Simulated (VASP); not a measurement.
# H6CNF in VASP: further runs

H6CNF is run at these levels: PBEsol; tasks: single point, relaxation of the atoms.

Everything below comes from runs of VASP 6.6.1. Logs are shortened: lines on timing, memory, paths and dates and some standing lists are left out, and cuts for length are marked.

**1. The cell of the first run**

The typed cell holds 9 atoms: a = 5.236 Å, b = 5.236 Å, c = 5.236 Å, α = 50.73°, β = 50.73°, γ = 50.73°.

**2. Single point, PBEsol**

File INCAR:

```
SYSTEM = H6CNF
PREC = Accurate
ENCUT = 520
EDIFF = 1E-6
ISMEAR = 0
SIGMA = 0.01
LREAL = .FALSE.
LASPH = .TRUE.
NELM = 100
ALGO = Normal
ISIF = 2
LWAVE = .FALSE.
LCHARG = .FALSE.
GGA = PS
NBANDS = 21
```

File KPOINTS:

```
Automatic mesh
0
G
  4 4 4
  0 0 0
```

File POSCAR:

```
H6CNF
1.0
    2.2432749300      1.2951553800      4.5507537700
   -2.2432749300      1.2951553800      4.5507537700
    0.0000000000     -2.5903107600      4.5507537700
H C N F
6 1 1 1
Direct
    0.7747455405      0.3835545176      0.7703187264
    0.3860725797      0.7722336042      0.7703295619
    0.3499803796      0.3473409926      0.7458976009
    0.7745414041      0.7720567474      0.3813957007
    0.7476312775      0.3471961374      0.3473505523
    0.3494480274      0.7451971247      0.3475587893
    0.5105558033      0.5081014394      0.5080247429
    0.6192578446      0.6167637853      0.6150888648
    0.0038808033      0.0013804614     -0.0002980090
```

Potentials or basis: VASP PAW PBE potentials, release 64 (H, C, N, F).

Command:

```
cat potpaw_PBE.64/H/POTCAR potpaw_PBE.64/C/POTCAR potpaw_PBE.64/N/POTCAR potpaw_PBE.64/F/POTCAR > POTCAR
mpirun -np 1 vasp_std > vasp.out
```

OUTCAR:

```text
SYSTEM = H6CNF
   PREC = Accurate
   ENCUT = 520
   EDIFF = 1E-6
   ISMEAR = 0
   LREAL = .FALSE.
   LASPH = .TRUE.
   NELM = 100
   ISIF = 2
   GGA = PS

 ion  position               nearest neighbor table
   1  0.775  0.384  0.770-   8 1.07
   2  0.386  0.772  0.770-   8 1.07
   3  0.350  0.347  0.746-   7 1.10
   4  0.775  0.772  0.381-   8 1.07
   5  0.748  0.347  0.347-   7 1.10
   6  0.349  0.745  0.348-   7 1.10
   7  0.511  0.508  0.508-   3 1.10   5 1.10   6 1.10   8 1.48
   8  0.619  0.617  0.615-   2 1.07   1 1.07   4 1.07   7 1.48
   9  0.004  0.001  1.000-

  LATTYP: Found a trigonal (rhomboedric) cell.
 ALAT       =     5.2363221583
 COS(alpha) =     0.6329355840

  Lattice vectors:

 A1 = (   2.2432749300,   1.2951553800,   4.5507537700)
 A2 = (  -2.2432749300,   1.2951553800,   4.5507537700)
 A3 = (   0.0000000000,  -2.5903107600,   4.5507537700)

Analysis of symmetry for initial positions (statically):
=====================================================================
 Subroutine PRICEL returns:
 Original cell was already a primitive cell.

 Routine SETGRP: Setting up the symmetry group for a
 trigonal (rhombohedral) supercell.

 Subroutine GETGRP returns: Found  1 space group operations
 (whereof  1 operations were pure point group operations)
 out of a pool of 12 trial point group operations.

The static configuration has the point symmetry C_1 .

Analysis of symmetry for dynamics (positions and initial velocities):
=====================================================================
 Subroutine PRICEL returns:
 Original cell was already a primitive cell.

 Routine SETGRP: Setting up the symmetry group for a
 trigonal (rhombohedral) supercell.

 Subroutine GETGRP returns: Found  1 space group operations
 (whereof  1 operations were pure point group operations)
 out of a pool of 12 trial point group operations.

The dynamic configuration has the point symmetry C_1 .

 Subroutine INISYM returns: Found  1 space group operations
 (whereof  1 operations are pure point group operations),
 and found     1 'primitive' translations

----------------------------------------------------------------------------------------

                                     Primitive cell

  volume of cell :      79.3303

  direct lattice vectors                    reciprocal lattice vectors
     2.243274930  1.295155380  4.550753770     0.222888418  0.128684689  0.073247939
    -2.243274930  1.295155380  4.550753770    -0.222888418  0.128684689  0.073247939
     0.000000000 -2.590310760  4.550753770     0.000000000 -0.257369377  0.073247939

  length of vectors
     5.236322158  5.236322158  5.236322155     0.267589717  0.267589717  0.267589717

  position of ions in fractional coordinates (direct lattice)
     0.774745540  0.383554518  0.770318726
     0.386072580  0.772233604  0.770329562
     0.349980380  0.347340993  0.745897601
     0.774541404  0.772056747  0.381395701
     0.747631277  0.347196137  0.347350552
     0.349448027  0.745197125  0.347558789
     0.510555803  0.508101439  0.508024743
     0.619257845  0.616763785  0.615088865
     0.003880803  0.001380461  0.999701991

  ion indices of the primitive-cell ions
   primitive index   ion index
                 1           1
                 2           2
                 3           3
                 4           4
                 5           5
                 6           6
                 7           7
                 8           8
                 9           9

----------------------------------------------------------------------------------------

 KPOINTS: Automatic mesh

Automatic generation of k-mesh.
 Grid dimensions read from file:
 generate k-points for:    4    4    4

 Generating k-lattice:

  Cartesian coordinates                     Fractional coordinates (reciprocal lattice)
     0.055722104  0.032171172  0.018311985     0.250000000  0.000000000  0.000000000
    -0.055722104  0.032171172  0.018311985     0.000000000  0.250000000  0.000000000
     0.000000000 -0.064342344  0.018311985     0.000000000  0.000000000  0.250000000

  Length of vectors
     0.066897429  0.066897429  0.066897429

  Shift w.r.t. Gamma in fractional coordinates (k-lattice)
     0.000000000  0.000000000  0.000000000

 Subroutine IBZKPT returns following result:
 ===========================================

 Found     36 irreducible k-points:

 Following reciprocal coordinates:
            Coordinates               Weight
  0.000000  0.000000  0.000000      1.000000
  0.250000 -0.000000 -0.000000      2.000000
 -0.000000  0.250000 -0.000000      2.000000
 -0.000000 -0.000000  0.250000      2.000000
  0.500000 -0.000000 -0.000000      1.000000
 -0.000000  0.500000 -0.000000      1.000000
[... 16 lines left out ...]
  0.250000  0.250000  0.250000      2.000000
  0.500000  0.250000  0.250000      2.000000
 [... further k-points ...]
[... 39 lines left out ...]
  volume/ion in A,a.u.               =       8.81        59.48
  Fermi-wavevector in a.u.,A,eV,Ry     =   1.067586  2.017444 15.507093  1.139739
  Thomas-Fermi vector in A             =   2.203207
   LORBIT       =      0    0 simple, 1 ext, 2 COOP (PROOUT), +10 PAW based schemes
   GGA     = PS    functional components
   LHFCALC =     F    Hartree Fock is set to
   AEXX    =    0.0000 exact exchange contribution
   IVDW    =     0    specifies the selected vdW correction
   LEPSILON=     F    determine dielectric tensor
   LRPA    =     F    only Hartree local field effects (RPA)
 non-spin polarized calculation
 Gauss-broadening in eV      SIGMA  =   0.01
  energy-cutoff  :      520.00
  volume of cell :       79.33
 maximum number of plane-waves:      2152
 NGX is ok and might be reduce to    40
   NGX = 19   NGY = 19   NGZ = 19

 number of electron      22.0000002 magnetization

 Free energy of the ion-electron system (eV)
  ---------------------------------------------------
  ext. energy  EPLUGINS =         0.00000000
  ---------------------------------------------------
  free energy    TOTEN  =       -45.79356330 eV

  energy without entropy =      -45.79356330  energy(sigma->0) =      -45.79356330

 E-fermi :  -3.2003     XC(G=0):  -7.3788

 val. band max:       -3.2472977850   @ k =   0.5000  -0.0000  -0.0000
 cond. band min:       2.7846525085   @ k =   0.0000   0.0000   0.0000
 fundamental gap:      6.0319502935
 Fermi energy:        -3.2002798316

 k-point     1 :       0.0000    0.0000    0.0000
  band No.  band energies     occupation
      1     -22.5151      2.00000
      2     -19.2937      2.00000
      3     -12.9535      2.00000
      4      -9.1436      2.00000
      5      -9.1435      2.00000
      6      -7.6529      2.00000
[... 13 lines left out ...]
     20      11.3952      0.00000
     21      11.6625      0.00000

 k-point     2 :       0.2500   -0.0000   -0.0000
  band No.  band energies     occupation
      1     -22.4675      2.00000
      2     -19.3664      2.00000
      3     -12.9583      2.00000
      4      -9.1712      2.00000
      5      -9.0845      2.00000
      6      -7.6495      2.00000
[... 13 lines left out ...]
     20      10.8972      0.00000
     21      11.3041      0.00000

 k-point     3 :      -0.0000    0.2500   -0.0000
  band No.  band energies     occupation
      1     -22.4675      2.00000
      2     -19.3664      2.00000
      3     -12.9583      2.00000
      4      -9.1713      2.00000
      5      -9.0845      2.00000
      6      -7.6496      2.00000
[... 13 lines left out ...]
     20      10.8970      0.00000
     21      11.3040      0.00000
[... 457 lines left out ...]
 k-point    23 :       0.2500    0.2500    0.2500
  band No.  band energies     occupation
      1     -22.5099      2.00000
      2     -19.2896      2.00000
      3     -13.0554      2.00000
      4      -9.1331      2.00000
      5      -9.1326      2.00000
      6      -7.4310      2.00000
[... 13 lines left out ...]
     20      10.8431      0.00000
     21      10.8522      0.00000

 k-point    24 :       0.5000    0.2500    0.2500
  band No.  band energies     occupation
      1     -22.4630      2.00000
      2     -19.3593      2.00000
      3     -13.0689      2.00000
      4      -9.1615      2.00000
      5      -9.1189      2.00000
      6      -7.3841      2.00000
[... 13 lines left out ...]
     20      10.8077      0.00000
     21      11.7689      0.00000

 [... further k-points ...]

------------------------ aborting loop because EDIFF is reached ----------------------------------------

  FORCE on cell =-STRESS in cart. coord.  units (eV):
  Direction    XX          YY          ZZ          XY          YZ          ZX
  --------------------------------------------------------------------------------------
  -------------------------------------------------------------------------------------
  Total       -0.7970433     -0.7988229     -0.2779118      0.0005382     -0.0013385     -0.0003017
  in kB      -16.0973183    -16.1332594     -5.6127885      0.0108707     -0.0270325     -0.0060936
  external PRESSURE =     -12.6144554 kB  Pullay stress =       0.0000000 kB

 VOLUME and BASIS-vectors are now :
 -----------------------------------------------------------------------------
  energy-cutoff  :      520.00
  volume of cell :       79.33
      direct lattice vectors                 reciprocal lattice vectors
     2.243274930  1.295155380  4.550753770     0.222888418  0.128684689  0.073247939
    -2.243274930  1.295155380  4.550753770    -0.222888418  0.128684689  0.073247939
     0.000000000 -2.590310760  4.550753770     0.000000000 -0.257369377  0.073247939

 POSITION                                       TOTAL-FORCE (eV/Angst)
 -----------------------------------------------------------------------------------
      0.87755     -0.49519      8.77667         0.019209     -0.011391      0.012005
     -0.86627     -0.49521      8.77675        -0.020015     -0.011987      0.012199
      0.00592     -1.02897      6.56773        -0.000028     -0.037729     -0.016448
      0.00557      1.01515      8.77383         0.000068      0.021640      0.012738
      0.89829      0.51823      6.56300         0.033529      0.019643     -0.015562
     -0.88777      0.51745      6.56312        -0.033395      0.019762     -0.015583
      0.00551      0.00338      6.94755        -0.000114      0.000777     -0.012602
      0.00559      0.00757      8.42395         0.000878     -0.000298      0.022945
      0.00561     -2.58272      4.57334        -0.000131     -0.000418      0.000307
 -----------------------------------------------------------------------------------
    total drift:                                0.000059     -0.000039     -0.000004

  FREE ENERGIE OF THE ION-ELECTRON SYSTEM (eV)
  ---------------------------------------------------
  free  energy   TOTEN  =       -45.7935632955 eV

  energy  without entropy=      -45.7935632955  energy(sigma->0) =      -45.79356330
```

Run time: 70 s. Hardware: 1 thread of Intel Xeon Platinum 8259CL at 2.50GHz (Skylake/Cascade Lake), shared host; peak memory 0.25 GiB.

Results:

```yaml
Free_energy: -45.7936 eV
Pressure: -1.3 GPa
Largest_force: 0.042 eV/Å
Band_gap_on_the_k_mesh: 6.03 eV, indirect (least direct gap 6.47 eV)
```

Forces on the atoms (eV/Å):
```
H    0.019 -0.011  0.012
H   -0.020 -0.012  0.012
H    0.000 -0.038 -0.016
H    0.000  0.022  0.013
H    0.034  0.020 -0.016
H   -0.033  0.020 -0.016
C    0.000  0.001 -0.013
N    0.001  0.000  0.023
F    0.000  0.000  0.000
```

Stress tensor (GPa, compression positive):
```
-1.61  0.00  0.00
 0.00 -1.61  0.00
 0.00  0.00 -0.56
```

Caveat: the k points lie up to 0.42 Å⁻¹ apart; the PAW data sets were made with another functional, which shifts forces and pressure a little. A k mesh can miss the band edges.

**3. Single point, PBEsol**

File INCAR:

```
PREC = Accurate
ENCUT = 520
EDIFF = 1E-6
ISMEAR = 0
SIGMA = 0.01
LREAL = F
LASPH = T
NELM = 100
ALGO = Normal
ISIF = 2
LWAVE = F
LCHARG = F
GGA = PS
NBANDS = 21
```

File KPOINTS:

```
Automatic mesh
0
Gamma
  4 4 4
```

POSCAR is that of step 2.

Potentials or basis: VASP PAW PBE potentials, release 64 (H, C, N, F).

Command:

```
cat potpaw_PBE.64/H/POTCAR potpaw_PBE.64/C/POTCAR potpaw_PBE.64/N/POTCAR potpaw_PBE.64/F/POTCAR > POTCAR
mpirun -np 1 vasp_std > vasp.out
```

It took 72 s on 1 thread of Intel Xeon Platinum 8259CL at 2.50GHz (Skylake/Cascade Lake), shared host; peak memory 0.26 GiB.

Results (log left out):

```yaml
Free_energy: -45.7936 eV
Pressure: -1.3 GPa
Largest_force: 0.042 eV/Å
Band_gap_on_the_k_mesh: 6.03 eV, indirect (least direct gap 6.47 eV)
```

Forces on the atoms (eV/Å):
```
H    0.019 -0.011  0.012
H   -0.020 -0.012  0.012
H    0.000 -0.038 -0.016
H    0.000  0.022  0.013
H    0.034  0.020 -0.016
H   -0.033  0.020 -0.016
C    0.000  0.001 -0.013
N    0.001  0.000  0.023
F    0.000  0.000  0.000
```

Stress tensor (GPa, compression positive):
```
-1.61  0.00  0.00
 0.00 -1.61  0.00
 0.00  0.00 -0.56
```

Levels at points of the mesh, in eV from the valence-band top:
```csv
k point,band 7,band 8,band 9,band 10,band 11,band 12,band 13,band 14,band 15,band 16
"(0.00, 0.00, 0.00)",-2.20,-2.20,-0.56,-0.50,-0.50,6.03,9.87,10.20,10.21,11.34
"(0.50, 0.00, 0.00)",-2.60,-2.50,-0.78,-0.27,0.00,8.06,8.39,10.03,10.90,12.02
"(0.00, 0.50, 0.00)",-2.60,-2.50,-0.78,-0.27,0.00,8.06,8.39,10.03,10.90,12.02
"(0.00, 0.00, 0.50)",-2.60,-2.50,-0.78,-0.27,0.00,8.06,8.39,10.03,10.90,12.03
"(0.50, 0.50, 0.00)",-2.51,-2.16,-0.89,-0.38,-0.29,7.81,8.49,10.34,10.65,11.53
"(0.50, 0.00, 0.50)",-2.51,-2.16,-0.89,-0.38,-0.29,7.81,8.49,10.34,10.65,11.53
"(0.00, 0.50, 0.50)",-2.51,-2.16,-0.89,-0.38,-0.29,7.81,8.49,10.34,10.65,11.53
"(0.50, 0.50, 0.50)",-2.47,-2.47,-0.63,-0.17,-0.17,6.55,7.17,10.66,10.66,11.41
```

Caveat: the k points lie up to 0.42 Å⁻¹ apart; the PAW data sets were made with another functional, which shifts forces and pressure a little.

**4. Relaxation of the atoms, PBEsol**

File INCAR:

```
SYSTEM = H6CNF
PREC = Accurate
ENCUT = 520
EDIFF = 1E-6
ISMEAR = 0
SIGMA = 0.01
LREAL = .False.
LASPH = .True.
NELM = 60
ALGO = Normal
ISIF = 2
LWAVE = .False.
LCHARG = .False.
GGA = PS
IBRION = 2
NSW = 80
EDIFFG = -0.01
```

File KPOINTS:

```
Automatic mesh
0
Gamma
  4 4 4
  0 0 0
```

File POSCAR:

```
H6CNF
1.0
    2.2432749300      1.2951553800      4.5507537700
   -2.2432749300      1.2951553800      4.5507537700
    0.0000000000     -2.5903107600      4.5507537700
H C N F
6 1 1 1
Direct
    0.7714710000      0.3857690000      0.7714710000
    0.3857690000      0.7714710000      0.7714710000
    0.3484710000      0.3484710000      0.7456030000
    0.7890496600      0.7667608100      0.3729005300
    0.7456030000      0.3484710000      0.3484710000
    0.3484710000      0.7456030000      0.3484710000
    0.5084790000      0.5084790000      0.5084790000
    0.6171710000      0.6171710000      0.6171710000
    0.0016290000      0.0016290000      0.0016290000
```

Command:

```
cat potpaw_PBE.64/H/POTCAR potpaw_PBE.64/C/POTCAR potpaw_PBE.64/N/POTCAR potpaw_PBE.64/F/POTCAR > POTCAR
mpirun -np 1 vasp_std > vasp.out
```

Run time: 7.4 min. Hardware: 1 thread of Intel Xeon Platinum 8259CL at 2.50GHz (Skylake/Cascade Lake), shared host; peak memory 0.26 GiB.

Results (log left out):

```yaml
Free_energy: -45.7937 eV
Energy_gained_by_relaxing: 3.2 meV/atom
Ionic_steps: 20
Pressure_after_relaxing: -1.5 GPa
Largest_force_after_relaxing: 0.009 eV/Å
Band_gap_on_the_k_mesh: 6.03 eV, indirect (least direct gap 6.47 eV)
```

Forces on the atoms (eV/Å):
```
H    0.005  0.001 -0.002
H    0.001 -0.001  0.001
H   -0.001  0.009 -0.002
H   -0.003  0.007 -0.001
H   -0.001  0.000  0.006
H    0.001 -0.001 -0.003
C    0.004 -0.005  0.000
N   -0.004 -0.006  0.001
F    0.000 -0.004  0.002
```

Stress tensor (GPa, compression positive):
```
-1.79  0.00  0.01
 0.00 -1.80  0.00
 0.01  0.00 -0.80
```

Step by step:
```
step  energy change (eV)  largest force (eV/Å)  pressure (GPa)
   1              0.0000                1.1050           -1.57
   2              0.0585                3.1119           -1.56
   3             -0.0200                0.3013           -1.68
   4             -0.0251                0.2428           -1.42
   5             -0.0252                0.2208           -1.44
   6             -0.0270                0.2471           -1.30
   7             -0.0276                0.1096           -1.35
   8             -0.0279                0.1209           -1.40
   9             -0.0281                0.0454           -1.39
  10             -0.0283                0.0375           -1.44
  11             -0.0283                0.0639           -1.48
  12             -0.0284                0.0344           -1.52
  13             -0.0284                0.0379           -1.56
  14             -0.0285                0.0311           -1.54
  15             -0.0287                0.0510           -1.48
  16             -0.0287                0.0243           -1.44
  17             -0.0287                0.0245           -1.44
  18             -0.0288                0.0148           -1.45
  19             -0.0288                0.0189           -1.46
  20             -0.0288                0.0090           -1.47
```

Final structure:
```
CELL_PARAMETERS angstrom
2.24327 1.29516 4.55075
-2.24327 1.29516 4.55075
0.00000 -2.59031 4.55075
ATOMIC_POSITIONS crystal
H 0.77525 0.38273 0.77057
H 0.38686 0.77223 0.77016
H 0.34842 0.34824 0.74655
H 0.77577 0.77119 0.38129
H 0.74645 0.34701 0.34735
H 0.34874 0.74649 0.34738
C 0.50983 0.50852 0.50805
N 0.61994 0.61630 0.61499
F 0.00486 0.00112 0.99934
```

Levels at points of the mesh, in eV from the valence-band top:
| k point | band 9 | band 10 | band 11 | band 12 | band 13 | band 14 |
| --- | --- | --- | --- | --- | --- | --- |
| (0.00, 0.00, 0.00) | -0.56 | -0.51 | -0.50 | 6.03 | 9.86 | 10.19 |
| (0.50, 0.00, 0.00) | -0.79 | -0.27 | 0.00 | 8.06 | 8.38 | 10.02 |
| (0.00, 0.50, 0.00) | -0.79 | -0.27 | 0.00 | 8.06 | 8.39 | 10.02 |
| (0.00, 0.00, 0.50) | -0.79 | -0.27 | 0.00 | 8.06 | 8.39 | 10.02 |
| (0.50, 0.50, 0.00) | -0.89 | -0.39 | -0.29 | 7.81 | 8.48 | 10.34 |
| (0.50, 0.00, 0.50) | -0.89 | -0.39 | -0.29 | 7.81 | 8.48 | 10.34 |
| (0.00, 0.50, 0.50) | -0.89 | -0.38 | -0.29 | 7.81 | 8.49 | 10.34 |
| (0.50, 0.50, 0.50) | -0.63 | -0.17 | -0.17 | 6.54 | 7.16 | 10.65 |

Caveat: the k points lie up to 0.42 Å⁻¹ apart; the PAW data sets were made with another functional, which shifts forces and pressure a little. Expect the measured gap to be larger: semilocal functionals such as PBEsol lack the derivative discontinuity.
